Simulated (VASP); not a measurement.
# CdSe (CsCl type) (Pm-3m) in VASP: notebook

Runs on CdSe (CsCl type). Level: PBE. Tasks: single point, relaxation of cell and atoms.

Program: VASP 6.6.1. These are calculated values, not measurements. Logs are shortened: lines on timing, memory, paths and dates and some standing lists are left out, and cuts for length are marked.

## Step 1: The cell of the first run

Symmetry: Pm-3m, No. 221, cubic system. Conventional cell: a = 3.379 Å, b = 3.379 Å, c = 3.379 Å, α = 90.00°, β = 90.00°, γ = 90.00°. Cd (site symmetry m-3m) has 8 Se at 2.93 Å and 6 Cd at 3.38 Å within 3.9 Å. Within 3.9 Å of Se (site symmetry m-3m) lie 8 Cd at 2.93 Å and 6 Se at 3.38 Å.

## Step 2: Single point, PBE

INCAR reads:

```
  PREC = Accurate
  ENCUT = 520
  EDIFF = 1E-6
  ISMEAR = -1
  SIGMA = 0.08
  LREAL = False
  LASPH = True
  NELM = 60
  ALGO = Normal
  ISIF = 2
  LWAVE = False
  LCHARG = True
  GGA = PE
  LELF = True
  LVHAR = True
  NBANDS = 16
```

KPOINTS reads:

```
regular mesh
0
Gamma
  13 13 13
```

POSCAR reads:

```
CdSe
1.0
    3.3788464645      0.0000000000      0.0000000000
    0.0000000000      3.3788464645      0.0000000000
    0.0000000000      0.0000000000      3.3788464645
Cd Se
1 1
Direct
    0.0000000000      0.0000000000      0.0000000000
    0.5000000000      0.5000000000      0.5000000000
```

Potentials or basis: VASP PAW PBE potentials, release 64 (Cd, Se).

Run with:

```console
cat potpaw_PBE.64/Cd/POTCAR potpaw_PBE.64/Se/POTCAR > POTCAR
mpirun -np 1 vasp_std > vasp.out
```

OUTCAR:

```text
PREC = Accurate
   ENCUT = 520
   EDIFF = 1E-6
   ISMEAR = -1
   LREAL = False
   LASPH = True
   NELM = 60
   ISIF = 2
   GGA = PE

 ion  position               nearest neighbor table
   1  0.000  0.000  0.000-   2 2.93   2 2.93   2 2.93   2 2.93   2 2.93   2 2.93   2 2.93   2 2.93

   2  0.500  0.500  0.500-   1 2.93   1 2.93   1 2.93   1 2.93   1 2.93   1 2.93   1 2.93   1 2.93

  LATTYP: Found a simple cubic cell.
 ALAT       =     3.3788464645

  Lattice vectors:

 A1 = (   3.3788464645,   0.0000000000,   0.0000000000)
 A2 = (   0.0000000000,   3.3788464645,   0.0000000000)
 A3 = (   0.0000000000,   0.0000000000,   3.3788464645)

Analysis of symmetry for initial positions (statically):
=====================================================================
 Subroutine PRICEL returns:
 Original cell was already a primitive cell.

 Routine SETGRP: Setting up the symmetry group for a
 simple cubic supercell.

 Subroutine GETGRP returns: Found 48 space group operations
 (whereof 48 operations were pure point group operations)
 out of a pool of 48 trial point group operations.

The static configuration has the point symmetry O_h .

Analysis of symmetry for dynamics (positions and initial velocities):
=====================================================================
 Subroutine PRICEL returns:
 Original cell was already a primitive cell.

 Routine SETGRP: Setting up the symmetry group for a
 simple cubic supercell.

 Subroutine GETGRP returns: Found 48 space group operations
 (whereof 48 operations were pure point group operations)
 out of a pool of 48 trial point group operations.

The dynamic configuration has the point symmetry O_h .

 Subroutine INISYM returns: Found 48 space group operations
 (whereof 48 operations are pure point group operations),
 and found     1 'primitive' translations

----------------------------------------------------------------------------------------

                                     Primitive cell

  volume of cell :      38.5750

  direct lattice vectors                    reciprocal lattice vectors
     3.378846465  0.000000000  0.000000000     0.295958994  0.000000000  0.000000000
     0.000000000  3.378846465  0.000000000     0.000000000  0.295958994  0.000000000
     0.000000000  0.000000000  3.378846465     0.000000000  0.000000000  0.295958994

  length of vectors
     3.378846465  3.378846465  3.378846465     0.295958994  0.295958994  0.295958994

  position of ions in fractional coordinates (direct lattice)
     0.000000000  0.000000000  0.000000000
     0.500000000  0.500000000  0.500000000

  ion indices of the primitive-cell ions
   primitive index   ion index
                 1           1
                 2           2

----------------------------------------------------------------------------------------

 KPOINTS: regular mesh

Automatic generation of k-mesh.
 Grid dimensions read from file:
 generate k-points for:   13   13   13

 Generating k-lattice:

  Cartesian coordinates                     Fractional coordinates (reciprocal lattice)
     0.022766076  0.000000000  0.000000000     0.076923077  0.000000000  0.000000000
     0.000000000  0.022766076  0.000000000     0.000000000  0.076923077  0.000000000
     0.000000000  0.000000000  0.022766076     0.000000000  0.000000000  0.076923077

  Length of vectors
     0.022766076  0.022766076  0.022766076

  Shift w.r.t. Gamma in fractional coordinates (k-lattice)
     0.000000000  0.000000000  0.000000000

 Subroutine IBZKPT returns following result:
 ===========================================

 Found     84 irreducible k-points:

 Following reciprocal coordinates:
            Coordinates               Weight
  0.000000  0.000000  0.000000      1.000000
  0.076923  0.000000  0.000000      6.000000
  0.153846  0.000000  0.000000      6.000000
  0.230769  0.000000  0.000000      6.000000
  0.307692  0.000000  0.000000      6.000000
  0.384615  0.000000  0.000000      6.000000
[... 16 lines left out ...]
  0.307692  0.307692  0.000000     12.000000
  0.384615  0.307692  0.000000     24.000000
 [... further k-points ...]
   k-points           NKPTS =     84   k-points in BZ     NKDIM =     84   number of bands    NBANDS=     16
   number of dos      NEDOS =    301   number of ions     NIONS =      2
   total plane-waves  NPLWV =  21952
   dimension x,y,z NGX =    28 NGY =   28 NGZ =   28
   dimension x,y,z NGXF=    56 NGYF=   56 NGZF=   56
   ions per type =               1   1
   NGX,Y,Z   is equivalent  to a cutoff of  13.78, 13.78, 13.78 a.u.
   NGXF,Y,Z  is equivalent  to a cutoff of  27.55, 27.55, 27.55 a.u.
 SYSTEM =  unknown system
   PREC   = accura    normal or accurate (medium, high low for compatibility)
   ISTART =      0    job   : 0-new  1-cont  2-samecut
   ICHARG =      2    charge: 1-file 2-atom 10-const
   ISPIN  =      1    spin polarized calculation?
   LNONCOLLINEAR =      F non collinear calculations
   LSORBIT =      F    spin-orbit coupling
   LASPH  =      T    aspherical Exc in radial PAW
   ENCUT  =  520.0 eV  38.22 Ry    6.18 a.u.   6.28  6.28  6.28*2*pi/ulx,y,z
   NELM   =     60;   NELMIN=  2; NELMDL= -5     # of ELM steps
   EDIFF  = 0.1E-05   stopping-criterion for ELM
   LREAL  =      F    real-space projection
   EDIFFG = 0.1E-04   stopping-criterion for IOM
   NSW    =      0    number of steps for IOM
   IBRION =     -1    ionic relax: 0-MD 1-quasi-New 2-CG
   NFREE  =      0    steps in history (QN), initial steepest desc. (CG)
   ISIF   =      2    stress and relaxation
   ISYM   =      2    0-nonsym 1-usesym 2-fastsym
   POTIM  = 0.5000    time-step for ionic-motion
   TEBEG  =    0.0;   TEEND  =   0.0 temperature during run
   PSTRESS=    0.0 pullay stress
   NELECT =      18.0000    total number of electrons
   NUPDOWN=      -1.0000    fix difference up-down
   EMIN   =  10.00;   EMAX   =-10.00  energy-range for DOS
   EFERMI =   0.00;   METHOD = LEGACY
   ISMEAR =    -1;   SIGMA  =   0.08  broadening in eV -4-tet -1-fermi 0-gaus
   EFERMI_NEDOS =   21; number of points for ismear=-14 and -15
   IALGO  =     38    algorithm
   IMIX   =      4    mixing-type and parameters
     AMIX     =   0.40;   BMIX     =  1.00
     AMIX_MAG =   1.60;   BMIX_MAG =  1.00
  volume/ion in A,a.u.               =      19.29       130.16
  Fermi-wavevector in a.u.,A,eV,Ry     =   1.269786  2.399548 21.937443  1.612357
  Thomas-Fermi vector in A             =   2.402809
   LORBIT       =      0    0 simple, 1 ext, 2 COOP (PROOUT), +10 PAW based schemes
   GGA     = PE    functional components
   LHFCALC =     F    Hartree Fock is set to
   AEXX    =    0.0000 exact exchange contribution
   IVDW    =     0    specifies the selected vdW correction
   LEPSILON=     F    determine dielectric tensor
   LRPA    =     F    only Hartree local field effects (RPA)
 non-spin polarized calculation
  energy-cutoff  :      520.00
  volume of cell :       38.57
 maximum number of plane-waves:      1052
 NGX is ok and might be reduce to    28
   NGX = 13   NGY = 13   NGZ = 13

 number of electron      17.9999994 magnetization

 Free energy of the ion-electron system (eV)
  ---------------------------------------------------
  ext. energy  EPLUGINS =         0.00000000
  ---------------------------------------------------
  free energy    TOTEN  =        -4.07545451 eV

  energy without entropy =       -4.04933361  energy(sigma->0) =       -4.06239406

 E-fermi :   4.7401     XC(G=0): -11.1766

 val. band max:        4.7128730400   @ k =   0.3846   0.0769   0.0000
 cond. band min:       4.7422441535   @ k =   0.4615   0.3846   0.0769
 fundamental gap:      0.0293711136
 Fermi energy:         4.7400952788

 k-point     1 :       0.0000    0.0000    0.0000
  band No.  band energies     occupation
      1      -9.9015      2.00000
      2      -4.3829      2.00000
      3      -4.3829      2.00000
      4      -3.7631      2.00000
      5      -3.7631      2.00000
      6      -3.7631      2.00000
[... 8 lines left out ...]
     15      16.7699      0.00000
     16      20.2550      0.00000

 k-point     2 :       0.0769    0.0000    0.0000
  band No.  band energies     occupation
      1      -9.8481      2.00000
      2      -4.3785      2.00000
      3      -4.3642      2.00000
      4      -3.7830      2.00000
      5      -3.7830      2.00000
      6      -3.7616      2.00000
[... 8 lines left out ...]
     15      16.3884      0.00000
     16      20.1848      0.00000

 k-point     3 :       0.1538    0.0000    0.0000
  band No.  band energies     occupation
      1      -9.6929      2.00000
      2      -4.3664      2.00000
      3      -4.3169      2.00000
      4      -3.8372      2.00000
      5      -3.8372      2.00000
      6      -3.7575      2.00000
[... 8 lines left out ...]
     15      15.6516      0.00000
     16      19.4512      0.00000

 k-point     4 :       0.2308    0.0000    0.0000
  band No.  band energies     occupation
      1      -9.4529      2.00000
      2      -4.3493      2.00000
      3      -4.2669      2.00000
      4      -3.9111      2.00000
      5      -3.9111      2.00000
      6      -3.7516      2.00000
[... 8 lines left out ...]
     15      15.6273      0.00000
     16      18.2458      0.00000
[... 324 lines left out ...]
 k-point    22 :       0.4615    0.2308    0.0000
  band No.  band energies     occupation
      1      -8.4869      2.00000
      2      -4.2562      2.00000
      3      -4.0234      2.00000
      4      -3.9921      2.00000
      5      -3.8960      2.00000
      6      -3.8342      2.00000
[... 8 lines left out ...]
     15      17.5941      0.00000
     16      19.2552      0.00000

 k-point    23 :       0.3077    0.3077    0.0000
  band No.  band energies     occupation
      1      -8.6438      2.00000
      2      -4.2692      2.00000
      3      -3.9436      2.00000
      4      -3.9144      2.00000
      5      -3.9081      2.00000
      6      -3.8909      2.00000
[... 8 lines left out ...]
     15      16.6718      0.00000
     16      17.8896      0.00000

 k-point    24 :       0.3846    0.3077    0.0000
  band No.  band energies     occupation
      1      -8.4698      2.00000
      2      -4.2383      2.00000
      3      -3.9698      2.00000
      4      -3.8924      2.00000
      5      -3.8531      2.00000
      6      -3.8001      2.00000
[... 8 lines left out ...]
     15      16.6241      0.00000
     16      18.7699      0.00000

 [... further k-points ...]

------------------------ aborting loop because EDIFF is reached ----------------------------------------

  FORCE on cell =-STRESS in cart. coord.  units (eV):
  Direction    XX          YY          ZZ          XY          YZ          ZX
  --------------------------------------------------------------------------------------
  -------------------------------------------------------------------------------------
  Total        3.2673064      3.2673064      3.2673064     -0.0000000      0.0000000     -0.0000000
  in kB      135.7047566    135.7047566    135.7047566     -0.0000000      0.0000000     -0.0000000
  external PRESSURE =     135.7047566 kB  Pullay stress =       0.0000000 kB

 VOLUME and BASIS-vectors are now :
 -----------------------------------------------------------------------------
  energy-cutoff  :      520.00
  volume of cell :       38.57
      direct lattice vectors                 reciprocal lattice vectors
     3.378846465  0.000000000  0.000000000     0.295958994  0.000000000  0.000000000
     0.000000000  3.378846465  0.000000000     0.000000000  0.295958994  0.000000000
     0.000000000  0.000000000  3.378846465     0.000000000  0.000000000  0.295958994

 POSITION                                       TOTAL-FORCE (eV/Angst)
 -----------------------------------------------------------------------------------
      0.00000      0.00000      0.00000         0.000000      0.000000      0.000000
      1.68942      1.68942      1.68942         0.000000      0.000000      0.000000
 -----------------------------------------------------------------------------------
    total drift:                               -0.000000      0.000000     -0.000000

  FREE ENERGIE OF THE ION-ELECTRON SYSTEM (eV)
  ---------------------------------------------------
  free  energy   TOTEN  =        -4.0754545098 eV

  energy  without entropy=       -4.0493336107  energy(sigma->0) =       -4.06239406
```

Run time: 27 s. Hardware: 1 thread of Intel Xeon Platinum 8559C (Emerald Rapids), shared host; peak memory 0.19 GiB.

Results:

```yaml
Free_energy: -4.0755 eV
Pressure: 13.6 GPa
Band_gap_on_the_k_mesh: zero (band 9 reaches 4.99 eV, above the bottom of band 10 at 3.70 eV)
```

Levels at points of the mesh, in eV from the Fermi level:
```csv
k point,band 7,band 8,band 9,band 10,band 11,band 12
"(0.00, 0.00, 0.00)",-1.42,-1.42,-1.42,-1.04,6.06,6.06
```

## Step 3: Relaxation of cell and atoms, PBE, target pressure 13 GPa, at which the enthalpy is minimised

INCAR reads:

```
PREC     = Accurate       # precision mode
ENCUT    = 600            # plane-wave cutoff, eV
EDIFF    = 1E-6           # SCF threshold, eV
ISMEAR   = -1             # smearing method
SIGMA    = 0.08           # smearing width, eV
LREAL    = F              # projectors in reciprocal space
LASPH    = T              # aspherical terms in the spheres
NELM     = 100            # most SCF steps
ALGO     = Normal         # electronic algorithm
ISIF     = 3              # what is computed and relaxed
LWAVE    = F              # write WAVECAR
LCHARG   = F              # write CHGCAR
GGA      = PE             # functional
IBRION   = 2              # ionic algorithm
NSW      = 60             # ionic steps
EDIFFG   = -0.005         # ionic threshold
PSTRESS  = 130.0
```

KPOINTS is that of step 2.

POSCAR reads:

```
CdSe
1.0
    3.3769333229      0.0000000000      0.0000000000
    0.0000000000      3.3769333229      0.0000000000
    0.0000000000      0.0000000000      3.3769333229
Cd Se
1 1
Direct
    0.0000000000      0.0000000000      0.0000000000
    0.5000000000      0.5000000000      0.5000000000
```

Potentials or basis: VASP PAW PBE potentials, release 64 (Cd, Se).

Run with:

```console
cat potpaw_PBE.64/Cd/POTCAR potpaw_PBE.64/Se/POTCAR > POTCAR
mpirun -np 1 vasp_std > vasp.out
```

It took 40 s on 1 thread of Intel Xeon Platinum 8559C (Emerald Rapids), shared host; peak memory 0.2 GiB.

It converged, with:

```
Free energy                                            : -4.0886 eV
Relaxed volume                                         : 19.37 Å³/atom
Relaxed cell                                           : a = 3.384 Å, b = 3.384 Å, c = 3.384 Å, α = 90.00°, β = 90.00°, γ = 90.00°
Space group after relaxing (to 0.05 Å)                 : Pm-3m (No. 221)
Energy change on relaxing (the enthalpy is what falls) : -9.5 meV/atom
Ionic steps                                            : 3
Pressure after relaxing                                : 13.0 GPa
Band gap on the k mesh                                 : zero (band 9 reaches 4.95 eV, above the bottom of band 10 at 3.64 eV)
```

The path:
```csv
step,energy change (eV),largest force (eV/Å),pressure (GPa),volume (Å³)
1,0.0000,0.0000,13.71,38.51
2,-0.0386,0.0000,12.31,38.99
3,-0.0189,0.0000,13.00,38.74
```

Final structure:
```cif
data_structure
_symmetry_space_group_name_H-M 'P 1'
_symmetry_Int_Tables_number 1
_cell_length_a 3.3836
_cell_length_b 3.3836
_cell_length_c 3.3836
_cell_angle_alpha 90.000
_cell_angle_beta 90.000
_cell_angle_gamma 90.000
_cell_volume 38.74
loop_
_atom_site_label
_atom_site_type_symbol
_atom_site_fract_x
_atom_site_fract_y
_atom_site_fract_z
_atom_site_occupancy
Cd1 Cd 0.00000 0.00000 0.00000 1
Se1 Se 0.50000 0.50000 0.50000 1
```

Levels at points of the mesh, in eV from the Fermi level:
```tsv
k point	band 7	band 8	band 9	band 10	band 11	band 12
(0.00, 0.00, 0.00)	-1.41	-1.41	-1.41	-1.05	6.07	6.07
```

Caveat: the cell is relaxed towards a set pressure, so the enthalpy falls and the energy may rise.
